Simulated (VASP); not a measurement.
Wanted: the native input for a VASP 6.6.1 run.

| Quantity | Value |
| --- | --- |
| Task | single point |
| Functional | PBE |
| Potentials or basis | VASP PAW PBE potentials, release 64 (Ti_sv) |
| Cutoff | 520 eV |
| k mesh | 11 × 11 × 6 |
| Occupations | methfessel-paxton, width 0.1 eV |
| Spin | no spin polarisation |
| Dipole correction | no |
| Further INCAR settings | ALGO = Normal; EDIFF = 1e-07; NBANDS = 19 |

The structure of Ti lies in POSCAR:

```
Ti
1.0
    2.8691370373      0.0000000000      0.0000000000
   -1.4345685187      2.4847407556      0.0000000000
    0.0000000000      0.0000000000      4.5517157067
Ti
2
Direct
    0.3333333333      0.6666666667      0.2500000000
    0.6666666667      0.3333333333      0.7500000000
```

These files were run (other wordings do the same):

INCAR

```
PREC     = Accurate       # precision mode
ENCUT    = 520            # plane-wave cutoff, eV
EDIFF    = 1E-7           # SCF threshold, eV
ISMEAR   = 1              # smearing method
SIGMA    = 0.1            # smearing width, eV
LREAL    = F              # projectors in reciprocal space
LASPH    = T              # aspherical terms in the spheres
NELM     = 100            # most SCF steps
ALGO     = Normal         # electronic algorithm
ISIF     = 2              # what is computed and relaxed
LWAVE    = F              # write WAVECAR
LCHARG   = T              # write CHGCAR
GGA      = PE             # functional
LELF     = T              # ELF
LVHAR    = T            
NBANDS   = 19             # bands
```

KPOINTS

```
regular mesh
0
Gamma
  11 11 6
```

Potentials or basis: VASP PAW PBE potentials, release 64 (Ti_sv).

The run is started by

```bash
$ cat potpaw_PBE.64/Ti_sv/POTCAR > POTCAR
$ mpirun -np 1 vasp_std > vasp.out
```

Results of the run:

```json
{
  "Pressure": "8.3 GPa",
  "Band gap on the k mesh": "zero (band 12 reaches 9.89 eV, above the bottom of band 13 at 8.88 eV)"
}
```

It took 30 s on 1 thread of Intel(R) Xeon(R) Platinum 8488C (Sapphire Rapids), on a shared host, peak memory 0.17 GiB.
